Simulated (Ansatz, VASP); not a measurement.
# CuI in VASP and in Ansatz

```xyz
4
Lattice="2.0463 1.1815 7.0362 -2.0463 1.1815 7.0362 0.0000 -2.3629 7.0362" Properties=species:S:1:pos:R:3 pbc="T T T"
Cu    0.0000    0.0000    2.7293
Cu    0.0000    0.0000   18.3792
I     0.0000    0.0000    0.0000
I     0.0000    0.0000   10.5543
```

Alike in both runs: task single point; functional LDA; k mesh 6 × 6 × 6; occupations gaussian, width 0.02 eV; no spin polarisation.

|  | VASP | Ansatz |
| --- | --- | --- |
| version | VASP 6.6.1 | Ansatz 0.2.0 |
| potentials or method | VASP PAW LDA potentials, release 64 (Cu, I), cutoff 520 eV | plane waves, PAW |
| valence electrons in the cell | 36 | 72 |

VASP gave:

* pressure (GPa): 2.1
* traceless stress, the component that is largest in VASP (GPa): -9.36

Problem. Estimate Ansatz's values.

Solution. Pressure (GPa): 2.0; traceless stress, the component that is largest in VASP (GPa): -9.32.

LDA's correlation is that of Perdew and Zunger in VASP and of Perdew and Wang (1992) in Ansatz. VASP's potentials hold 36 valence electrons a cell and Ansatz's 72, so a difference there can come from the potentials and not from the codes. Ansatz's warnings: structure snapped to symmetry.

Neither program's run includes spin-orbit coupling.
